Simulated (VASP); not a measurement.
# ZnO (Fm-3m) in VASP: further runs, part 2 of 2

VASP 6.6.1. Earlier steps stand in the parts before.

### 3 Single point, LDA (strain -0.025 along x and y, -0.025 along z)

File INCAR:

```
  PREC = Accurate
  ENCUT = 520
  EDIFF = 1E-7
  ISMEAR = 0
  SIGMA = 0.05
  LREAL = False
  LASPH = True
  NELM = 100
  ALGO = Normal
  ISIF = 2
  LWAVE = False
  LCHARG = False
  GGA = CA
  NBANDS = 16
```

File KPOINTS:

```
regular mesh
0
Gamma
  12 12 12
```

File POSCAR:

```
ZnO
1.0
    0.0000000000      2.1152059500      2.1152059500
    2.1152059500      0.0000000000      2.1152059500
    2.1152059500      2.1152059500      0.0000000000
Zn O
1 1
Direct
    0.0000000000      0.0000000000      0.0000000000
    0.5000000000      0.5000000000      0.5000000000
```

Potentials or basis: VASP PAW LDA potentials, release 64 (Zn, O).

Launch:

```
cat potpaw_LDA.64/Zn/POTCAR potpaw_LDA.64/O/POTCAR > POTCAR
mpirun -np 1 vasp_std > vasp.out
```

OUTCAR:

```text
PREC = Accurate
   ENCUT = 520
   EDIFF = 1E-7
   ISMEAR = 0
   LREAL = False
   LASPH = True
   NELM = 100
   ISIF = 2
   GGA = CA

 ion  position               nearest neighbor table
   1  0.000  0.000  0.000-   2 2.12   2 2.12   2 2.12   2 2.12   2 2.12   2 2.12
   2  0.500  0.500  0.500-   1 2.12   1 2.12   1 2.12   1 2.12   1 2.12   1 2.12

  LATTYP: Found a face centered cubic cell.
 ALAT       =     4.2304119000

  Lattice vectors:

 A1 = (   0.0000000000,   2.1152059500,   2.1152059500)
 A2 = (   2.1152059500,   0.0000000000,   2.1152059500)
 A3 = (   2.1152059500,   2.1152059500,   0.0000000000)

Analysis of symmetry for initial positions (statically):
=====================================================================
 Subroutine PRICEL returns:
 Original cell was already a primitive cell.

 Routine SETGRP: Setting up the symmetry group for a
 face centered cubic supercell.

 Subroutine GETGRP returns: Found 48 space group operations
 (whereof 48 operations were pure point group operations)
 out of a pool of 48 trial point group operations.

[... 156 lines left out ...]
  ---------------------------------------------------
  ext. energy  EPLUGINS =         0.00000000
  ---------------------------------------------------
  free energy    TOTEN  =       -10.36270711 eV

  energy without entropy =      -10.36270711  energy(sigma->0) =      -10.36270711

 E-fermi :   3.0644     XC(G=0): -12.9922

 val. band max:        2.8387524980   @ k =   0.5000   0.0000   0.0000
 cond. band min:       3.8833312508   @ k =   0.0000   0.0000   0.0000
 fundamental gap:      1.0445787528
 Fermi energy:         3.0644316095

 k-point     1 :       0.0000    0.0000    0.0000
  band No.  band energies     occupation
      1     -15.8396      2.00000
      2      -2.1981      2.00000
      3      -2.1981      2.00000
      4      -2.1981      2.00000
      5      -1.9636      2.00000
      6      -1.9636      2.00000
[... 433 lines left out ...]
      3      -3.1423      2.00000
      4      -3.1114      2.00000
      5      -1.7484      2.00000
      6      -1.7400      2.00000
[... 8 lines left out ...]
     15      26.1277      0.00000
     16      26.7213      0.00000

 [... further k-points ...]
[... 5 lines left out ...]
  --------------------------------------------------------------------------------------
  -------------------------------------------------------------------------------------
  Total       -0.1218312     -0.1218312     -0.1218312      0.0000000      0.0000000      0.0000000
  in kB      -10.3129111    -10.3129111    -10.3129111      0.0000000      0.0000000      0.0000000
  external PRESSURE =     -10.3129111 kB  Pullay stress =       0.0000000 kB

 VOLUME and BASIS-vectors are now :
 -----------------------------------------------------------------------------
  energy-cutoff  :      520.00
  volume of cell :       18.93
      direct lattice vectors                 reciprocal lattice vectors
     0.000000000  2.115205950  2.115205950    -0.236383601  0.236383601  0.236383601
     2.115205950  0.000000000  2.115205950     0.236383601 -0.236383601  0.236383601
     2.115205950  2.115205950  0.000000000     0.236383601  0.236383601 -0.236383601

 POSITION                                       TOTAL-FORCE (eV/Angst)
 -----------------------------------------------------------------------------------
      0.00000      0.00000      0.00000         0.000000      0.000000     -0.000000
      2.11521      2.11521      2.11521        -0.000000     -0.000000      0.000000
 -----------------------------------------------------------------------------------
    total drift:                                0.000000     -0.000000     -0.000000

  FREE ENERGIE OF THE ION-ELECTRON SYSTEM (eV)
  ---------------------------------------------------
  free  energy   TOTEN  =       -10.3627071124 eV

  energy  without entropy=      -10.3627071124  energy(sigma->0) =      -10.36270711
```

OSZICAR:

```text
N       E                     dE             d eps       ncg     rms          rms(c)
DAV:   1     0.846644665818E+02    0.84664E+02   -0.97889E+03  2456   0.174E+03
DAV:   2    -0.767368752501E+01   -0.92338E+02   -0.84148E+02  2536   0.291E+02
DAV:   3    -0.117498021152E+02   -0.40761E+01   -0.40614E+01  2648   0.619E+01
DAV:   4    -0.117670692145E+02   -0.17267E-01   -0.17266E-01  2800   0.400E+00
DAV:   5    -0.117671221859E+02   -0.52971E-04   -0.52971E-04  2768   0.209E-01    0.968E+00
DAV:   6    -0.104037436438E+02    0.13634E+01   -0.24945E+00  3400   0.494E+01    0.686E+00
DAV:   7    -0.103872838546E+02    0.16460E-01   -0.46138E-01  2752   0.111E+01    0.380E+00
DAV:   8    -0.103654973289E+02    0.21787E-01   -0.72213E-02  2520   0.243E+00    0.592E-01
DAV:   9    -0.103626717917E+02    0.28255E-02   -0.48911E-03  3456   0.135E+00    0.847E-02
DAV:  10    -0.103627085047E+02   -0.36713E-04   -0.92351E-04  2416   0.262E-01    0.427E-02
DAV:  11    -0.103627072601E+02    0.12446E-05   -0.10741E-05  2800   0.374E-02    0.308E-03
DAV:  12    -0.103627071848E+02    0.75252E-07   -0.10546E-06  3208   0.173E-02    0.292E-03
DAV:  13    -0.103627071124E+02    0.72375E-07   -0.14686E-07  1808   0.793E-03
   1 F= -.10362707E+02 E0= -.10362707E+02  d E =-.186165E-12
```

stdout:

```text
POSCAR found type information on POSCAR ZnO
 POSCAR found :  2 types and       2 ions
 scaLAPACK will be used
 LDA part: xc-table for (Slater(with rela. corr.)+CA(PZ))
 , standard interpolation
 POSCAR, INCAR and KPOINTS ok, starting setup
 FFT: planning ... GRIDC
 FFT: planning ... GRID_SOFT
 FFT: planning ... GRID
 WAVECAR not read
 entering main loop
```

Wall time 15 s (1 thread of Intel Xeon 6455B, shared host); peak memory 0.14 GiB.

Results:

```yaml
Free_energy: -10.3627 eV
Pressure: -1.0 GPa
Band_gap_on_the_k_mesh: 1.04 eV, indirect (least direct gap 2.54 eV)
```

Levels at points of the mesh, in eV from the valence-band top:
| k point | band 7 | band 8 | band 9 | band 10 | band 11 | band 12 |
| --- | --- | --- | --- | --- | --- | --- |
| (0.00, 0.00, 0.00) | -1.50 | -1.50 | -1.50 | 1.04 | 18.04 | 18.04 |
| (0.50, 0.00, 0.00) | -3.73 | 0.00 | 0.00 | 5.38 | 9.26 | 12.74 |
| (0.50, 0.50, 0.00) | -4.06 | -3.02 | -3.02 | 4.17 | 10.75 | 11.22 |

Caveat: the cell differs from its parent crystal (strain -0.025 along x and y, -0.025 along z).
